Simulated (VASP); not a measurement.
# MgB15N15 (a cell with a defect) in VASP: a series of runs, part 2 of 2

VASP 6.6.1.

### 3 Single point, HSE06

File POSCAR:

```
MgB15N15
1.0
   -3.6241103844      3.6241103844     -3.6241103844
    3.6241103844      3.6241103844      3.6241103844
    3.6241103844     -3.6241103844     -3.6241103844
B Mg N
15 1 15
Direct
   -0.0016113169     -0.0010066637     -0.0604032856
    0.0105971477      0.2579762886      0.7551473057
    0.0106102024      0.5039263180      0.5091885915
   -0.0015731780      0.6883967159      0.2502602952
    0.2573565101      0.0112556326      0.7551640288
    0.2573411667      0.5039112112      0.2624322009
    0.2430001938      0.7494556388      0.0006807665
    0.5033168922      0.0112517358      0.5091852708
    0.5032978360      0.2579781442      0.2624478446
    0.4986631437      0.4992867621      0.0057381987
    0.4986568512      0.7545397119      0.7504923793
    0.6877851547     -0.0009842270      0.2502260673
    0.7488611982      0.2436110168      0.0007004080
    0.7539098971      0.4992713462      0.7505124027
    0.7488263497      0.7494548347      0.4948296817
    0.1792085946      0.1798541928      0.4310536297
    0.0000552124      0.2482953253      0.0097879946
    0.0075733804      0.5054710145      0.7567006008
    0.0000535233      0.7585690768      0.4995437414
    0.2476765997      0.0006623581      0.0097914431
    0.2529387819      0.2535766587      0.7794953816
    0.2529306676      0.5282962662      0.5047611981
    0.2477020276      0.7585710152      0.2518996408
    0.5048639762      0.0081916411      0.7567000217
    0.5276474318      0.2535757510      0.5047832429
    0.5048444980      0.5054729636      0.2594070662
    0.5027239844      0.7534889040      0.0047018322
    0.7579456189      0.0006715851      0.4995163801
    0.7579493937      0.2483168009      0.2519053347
    0.7528908914      0.5033484838      0.0047286905
    0.7528579305      0.7534759507      0.7545486824
```

File INCAR.step1:

```
ALGO = Normal ; EDIFF = 1E-5
ENCUT = 520 ; GGA = PE
ISIF = 2 ; ISMEAR = -1
LASPH = True ; LCHARG = False
LREAL = Auto ; LWAVE = True
NBANDS = 82 ; NELECT = 120.0
NELM = 100 ; PREC = Accurate
SIGMA = 0.01
```

File INCAR.step2:

```
ALGO = Normal ; EDIFF = 1E-6
ENCUT = 520 ; GGA = PE
HFSCREEN = 0.2079 ; ISIF = 2
ISMEAR = -1 ; ISTART = 1
LASPH = True ; LCHARG = False
LHFCALC = True ; LREAL = Auto
LWAVE = False ; NBANDS = 82
NELECT = 120.0 ; NELM = 100
PREC = Accurate ; PRECFOCK = Fast
SIGMA = 0.01
```

File KPOINTS:

```
Automatic mesh
0
Gamma
  1 1 1
  0.25 0.25 0.25
```

Potentials or basis: VASP PAW PBE potentials, release 64 (B, Mg, N).

Launch:

```bash
$ cat potpaw_PBE.64/B/POTCAR potpaw_PBE.64/Mg/POTCAR potpaw_PBE.64/N/POTCAR > POTCAR
$ cp INCAR.step1 INCAR
$ mpirun -np 1 vasp_std > vasp.out
$ cp INCAR.step2 INCAR
$ mpirun -np 1 vasp_std > vasp.out
```

OUTCAR:

```text
EDIFF = 1E-6
   ENCUT = 520
   GGA = PE
   HFSCREEN = 0.2079
   ISIF = 2
   ISMEAR = -1
   ISTART = 1
   LASPH = True
   LHFCALC = True
   LREAL = Auto
   NELECT = 120.0
   NELM = 100
   PREC = Accurate
   PRECFOCK = Fast

 ion  position               nearest neighbor table
   1  0.998  0.999  0.940-  31 1.46  20 1.47  17 1.47  16 2.56
   2  0.011  0.258  0.755-  21 1.49  18 1.56  28 1.60  17 1.64  16 2.57
   3  0.011  0.504  0.509-  22 1.49  18 1.56  29 1.60  19 1.64  16 2.57
   4  0.998  0.688  0.250-  30 1.46  23 1.47  19 1.47  16 2.56
   5  0.257  0.011  0.755-  21 1.49  24 1.56  19 1.60  20 1.64  16 2.57
   6  0.257  0.504  0.262-  22 1.49  26 1.56  17 1.60  23 1.64  16 2.57
   7  0.243  0.749  0.001-  18 1.51  20 1.55  23 1.55  27 1.61
   8  0.503  0.011  0.509-  25 1.49  24 1.56  23 1.60  28 1.64  16 2.57
   9  0.503  0.258  0.262-  25 1.49  26 1.56  20 1.60  29 1.64  16 2.57
  10  0.499  0.499  0.006-  21 1.51  26 1.57  27 1.59  30 1.59
  11  0.499  0.755  0.750-  22 1.51  24 1.57  31 1.59  27 1.59
  12  0.688  0.999  0.250-  27 1.46  29 1.47  28 1.47  16 2.56
  13  0.749  0.244  0.001-  24 1.51  17 1.55  29 1.55  30 1.61
  14  0.754  0.499  0.751-  25 1.51  18 1.57  30 1.59  31 1.59
[... 253 lines left out ...]
      1     -14.3376      2.00000
      2     -14.3374      2.00000
      3     -14.1420      2.00000
      4     -13.3347      2.00000
      5     -11.2521      2.00000
      6     -11.2519      2.00000
[... 64 lines left out ...]
     71      15.9522      0.00000
     72      15.9524      0.00000
 [bands above 72 left out]

------------------------ aborting loop because EDIFF is reached ----------------------------------------

  FORCE on cell =-STRESS in cart. coord.  units (eV):
  Direction    XX          YY          ZZ          XY          YZ          ZX
  --------------------------------------------------------------------------------------
  -------------------------------------------------------------------------------------
  Total      -13.1546310    -13.1584983    -13.1516365     -4.0560945      4.0616196      4.0595002
  in kB     -110.6942363   -110.7267795   -110.6690385    -34.1314236     34.1779166     34.1600822
  external PRESSURE =    -110.6966848 kB  Pullay stress =       0.0000000 kB

 VOLUME and BASIS-vectors are now :
 -----------------------------------------------------------------------------
  energy-cutoff  :      520.00
  volume of cell :      190.40
      direct lattice vectors                 reciprocal lattice vectors
    -3.624110384  3.624110384 -3.624110384     0.000000000  0.137964893 -0.137964893
     3.624110384  3.624110384  3.624110384     0.137964893  0.137964893  0.000000000
     3.624110384 -3.624110384 -3.624110384     0.137964893  0.000000000 -0.137964893

 POSITION                                       TOTAL-FORCE (eV/Angst)
 -----------------------------------------------------------------------------------
      3.40739      3.83353     -3.40301        -0.144642      0.118501      0.146831
      3.63327     -1.76340     -1.84021         0.051016     -0.011402     -0.013413
      3.63319      0.01938     -0.05752         0.055280      0.011168      0.012461
     -0.21661      5.20626     -2.03055        -0.145709     -0.147460     -0.116155
      1.84490     -1.76332     -3.62869         0.008225     -0.012707     -0.053063
      1.84468      1.80778     -0.05749         0.013037      0.053528      0.012182
[... 23 lines left out ...]
     -0.88723      4.53561     -0.92151         0.007225      0.006869     -0.101961
      2.73681      2.72455     -2.73233         0.008343      0.103413     -0.008135
 -----------------------------------------------------------------------------------
    total drift:                               -0.002033      0.000000      0.001556

  FREE ENERGIE OF THE ION-ELECTRON SYSTEM (eV)
  ---------------------------------------------------
  free  energy   TOTEN  =      -316.5683661436 eV

  energy  without entropy=     -316.5683661436  energy(sigma->0) =     -316.56836614
```

OSZICAR.step1:

```text
N       E                     dE             d eps       ncg     rms          rms(c)
DAV:   1     0.509495390580E+03    0.50950E+03   -0.63573E+04   164   0.142E+03
DAV:   2    -0.253407714324E+03   -0.76290E+03   -0.73483E+03   206   0.326E+02
DAV:   3    -0.290304461949E+03   -0.36897E+02   -0.36627E+02   200   0.737E+01
DAV:   4    -0.290765781861E+03   -0.46132E+00   -0.46025E+00   200   0.836E+00
DAV:   5    -0.290771922328E+03   -0.61405E-02   -0.61370E-02   200   0.949E-01    0.275E+01
DAV:   6    -0.274504682576E+03    0.16267E+02   -0.47139E+01   184   0.227E+01    0.127E+01
DAV:   7    -0.273273677858E+03    0.12310E+01   -0.49726E+00   200   0.811E+00    0.790E+00
DAV:   8    -0.272977100480E+03    0.29658E+00   -0.88265E-01   192   0.341E+00    0.178E+00
DAV:   9    -0.272963741980E+03    0.13359E-01   -0.10852E-01   200   0.142E+00    0.441E-01
DAV:  10    -0.272964143962E+03   -0.40198E-03   -0.32927E-02   192   0.626E-01    0.232E-01
DAV:  11    -0.272964244999E+03   -0.10104E-03   -0.37947E-03   192   0.261E-01    0.803E-02
DAV:  12    -0.272964389809E+03   -0.14481E-03   -0.47132E-04   184   0.945E-02    0.247E-02
DAV:  13    -0.272964401878E+03   -0.12069E-04   -0.41530E-05   184   0.270E-02    0.129E-02
DAV:  14    -0.272964404061E+03   -0.21831E-05   -0.67797E-06   120   0.131E-02
   1 F= -.27296440E+03 E0= -.27296440E+03  d E =-.203036E-14
```

Wall time 2.8 min (1 thread of Intel Xeon Platinum 8488C (Sapphire Rapids), shared host); peak memory 0.47 GiB.

Results:

```yaml
Free_energy: -316.5684 eV
Largest_force: 0.340 eV/Å
```

Forces in eV/Å, atoms in the order of the input:
```
B   -0.145  0.119  0.147
B    0.051 -0.011 -0.013
B    0.055  0.011  0.012
B   -0.146 -0.147 -0.116
B    0.008 -0.013 -0.053
B    0.013  0.054  0.012
B   -0.021 -0.011  0.011
B   -0.012  0.008 -0.054
B   -0.012  0.052 -0.013
B   -0.003 -0.033  0.002
B   -0.006 -0.005  0.032
B    0.121 -0.147  0.148
B   -0.010 -0.011  0.025
B   -0.033 -0.002  0.006
B   -0.011 -0.022  0.009
Mg   0.196  0.197 -0.196
N   -0.044  0.000 -0.009
N   -0.002 -0.011  0.013
N   -0.043  0.011  0.001
N    0.009  0.003  0.043
N   -0.016 -0.040  0.014
N   -0.016 -0.018  0.034
N    0.008 -0.042  0.000
N   -0.008 -0.009  0.003
N   -0.040 -0.016  0.014
N   -0.013  0.000  0.012
N    0.103  0.008 -0.007
N    0.001  0.010  0.043
N   -0.001 -0.044 -0.009
N    0.007  0.007 -0.102
N    0.008  0.103 -0.008
```

Caveat: the k points lie up to 1.23 Å⁻¹ apart, too coarse for converged energies, forces and pressures; the cell carries a net charge on a neutralising background, which shifts energy and pressure; the cell is charged against a uniform background, so pressure and absolute levels hang on convention; the PAW data sets were made with another functional, which shifts forces and pressure a little.

### 4 Single point, PBE

File INCAR:

```
PREC = Accurate
ENCUT = 520
EDIFF = 1E-7
ISMEAR = -1
SIGMA = 0.01
LREAL = Auto
LASPH = True
NELM = 100
ALGO = Normal
ISIF = 2
LWAVE = False
LCHARG = False
GGA = PE
NBANDS = 82
```

File KPOINTS:

```
Automatic mesh
0
Gamma
  2 2 2
  0.5 0.5 0.5
```

File POSCAR:

```
MgB15N15
1.0
   -3.6241103844      3.6241103844     -3.6241103844
    3.6241103844      3.6241103844      3.6241103844
    3.6241103844     -3.6241103844     -3.6241103844
B Mg N
15 1 15
Direct
   -0.0054315652     -0.0051565760     -0.0216696841
    0.0082216797      0.2542055194      0.7573481480
    0.0082209004      0.5075250713      0.5040240317
   -0.0054330746      0.7285036811      0.2446580816
    0.2539297786      0.0085002721      0.7573459937
    0.2539257709      0.5075267638      0.2583136714
    0.2497869760      0.7516036383      0.0014200960
    0.5072439755      0.0084978320      0.5040217473
    0.5072467768      0.2542067386      0.2583146898
    0.4979436993      0.4982244044      0.0021748727
    0.4979458723      0.7523534517      0.7480390618
    0.7282258173     -0.0051534869      0.2446625832
    0.7513264419      0.2500693409      0.0014213965
    0.7520737666      0.4982195312      0.7480349219
    0.7513272511      0.7516061351      0.4998838857
    0.1832467260      0.1835135079      0.4333582305
   -0.0003886273      0.2505168556      0.0068923423
    0.0076586617      0.5054241829      0.7552389631
   -0.0003842175      0.7570783321      0.5003343938
    0.2502380997     -0.0001116258      0.0068875506
    0.2524919628      0.2527730387      0.7800121823
    0.2524885524      0.5301870847      0.5025821622
    0.2502399219      0.7570735263      0.2497064385
    0.5051498604      0.0079367753      0.7552431011
    0.5299080642      0.2527710803      0.5025812468
    0.5051462106      0.5054267557      0.2577549268
    0.5007941721      0.7510277839      0.0008430246
    0.7567986783     -0.0001097526      0.5003325959
    0.7567995857      0.2505195718      0.2497066613
    0.7507480301      0.5010693516      0.0008435732
    0.7507480111      0.7510265596      0.7508853496
```

Launch:

```bash
$ cat potpaw_PBE.64/B/POTCAR potpaw_PBE.64/Mg/POTCAR potpaw_PBE.64/N/POTCAR > POTCAR
$ mpirun -np 1 vasp_std > vasp.out
```

It took 2.1 min on 1 thread of Intel Xeon Platinum 8488C (Sapphire Rapids), shared host; peak memory 0.34 GiB.

It converged, with:

```yaml
Free_energy: -258.1795 eV
Pressure: 11.6 GPa
Largest_force: 0.244 eV/Å
Band_gap_on_the_k_mesh: 3.40 eV
```

Forces in eV/Å, atoms in the order of the input:
```
B   -0.035 -0.027  0.035
B    0.109  0.007  0.025
B    0.109 -0.024 -0.006
B   -0.034 -0.034  0.028
B   -0.025  0.007 -0.110
B   -0.025  0.109 -0.007
B   -0.074  0.014 -0.014
B    0.006 -0.025 -0.110
B    0.007  0.109  0.025
B    0.078  0.019 -0.078
B    0.077  0.078 -0.019
B   -0.028 -0.034  0.034
B    0.014  0.014  0.073
B    0.019  0.078 -0.078
B    0.014 -0.073 -0.014
Mg   0.033  0.034 -0.031
N    0.014 -0.042 -0.011
N   -0.036  0.003 -0.004
N    0.014  0.010  0.042
N    0.011 -0.042 -0.014
N   -0.157  0.097  0.157
N   -0.158 -0.158 -0.098
N    0.011  0.014  0.043
N    0.004  0.004  0.037
N    0.097 -0.158  0.157
N    0.003 -0.036 -0.004
N    0.034  0.000  0.000
N   -0.041  0.011 -0.014
N   -0.042  0.013 -0.010
N    0.000  0.001 -0.033
N    0.001  0.034 -0.001
```

Stress tensor (GPa, compression positive):
```
11.61 -0.77  0.77
-0.77 11.61  0.77
 0.77  0.77 11.61
```

Levels at points of the mesh, in eV from the valence-band top:
```csv
k point,band 57,band 58,band 59,band 60,band 61,band 62,band 63,band 64,band 65,band 66
"(0.25, 0.25, 0.25)",-1.61,-1.56,-0.56,-0.33,-0.33,3.69,3.69,6.80,6.97,7.09
```

Caveat: the k points lie up to 0.61 Å⁻¹ apart.
